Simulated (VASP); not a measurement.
A run of VASP 6.6.1:

INCAR

```
ALGO     = Normal         # electronic algorithm
EDIFF    = 1E-7           # SCF threshold, eV
ENCUT    = 520            # plane-wave cutoff, eV
GGA      = PE             # functional
ISIF     = 2              # what is computed and relaxed
ISMEAR   = 0              # smearing method
LASPH    = T              # aspherical terms in the spheres
LCHARG   = F              # write CHGCAR
LREAL    = F              # projectors in reciprocal space
LWAVE    = F              # write WAVECAR
NBANDS   = 11             # bands
NELM     = 100            # most SCF steps
PREC     = Accurate       # precision mode
SIGMA    = 0.05           # smearing width, eV
```

KPOINTS

```
k-points
0
Gamma
  8 8 8
```

The input POSCAR:

```
MgS
1.0
    0.0000000000      2.6016500000      2.6016500000
    2.6016500000      0.0000000000      2.6016500000
    2.6016500000      2.6016500000      0.0000000000
Mg S
1 1
Direct
    0.0000000000      0.0000000000     -0.0271791663
    0.5000000000      0.5000000000      0.5000000000
```

Potentials or basis: VASP PAW PBE potentials, release 64 (Mg, S).

Run with:

```bash
$ cat potpaw_PBE.64/Mg/POTCAR potpaw_PBE.64/S/POTCAR > POTCAR
$ mpirun -np 1 vasp_std > vasp.out
```

Hardware: 1 thread of Intel Xeon 8259CL, with other jobs on the host.

Task: How long does it take, and how much memory?

Result: It took 42 s on 1 thread of Intel Xeon 8259CL, with other jobs on the host, peak memory 0.18 GiB. Counts: scf iterations 12, k points 95.
